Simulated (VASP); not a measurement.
A run of VASP 6.6.1:

File INCAR:

```
SYSTEM = Pd
ALGO = Normal
EDIFF = 1E-6
ENCUT = 520
GGA = RE
ISIF = 2
ISMEAR = -1
LASPH = .TRUE.
LCHARG = .FALSE.
LREAL = .FALSE.
LWAVE = .FALSE.
NBANDS = 11
NELM = 60
PREC = Accurate
SIGMA = 0.05
```

KPOINTS

```
k-points
0
G
  12 12 12
  0 0 0
```

POSCAR

```
Pd
1.0
   -1.5793245624      1.5793245624      1.5793245624
    1.5793245624     -1.5793245624      1.5793245624
    1.5793245624      1.5793245624     -1.5793245624
Pd
1
Direct
    0.0000000000      0.0000000000      0.0000000000
```

Potentials or basis: VASP PAW PBE potentials, release 64 (Pd).

The run is started by

```bash
$ cat potpaw_PBE.64/Pd/POTCAR > POTCAR
$ mpirun -np 1 vasp_std > vasp.out
```

Hardware: 1 thread of Intel(R) Xeon(R) Platinum 8488C (Sapphire Rapids), on a shared host.

**Question.** Estimate the wall time of this run.

**Answer.** Run time: 5.6 s on 1 thread of Intel(R) Xeon(R) Platinum 8488C (Sapphire Rapids), on a shared host, peak memory 0.13 GiB. Counts: scf iterations 11, k points 72.
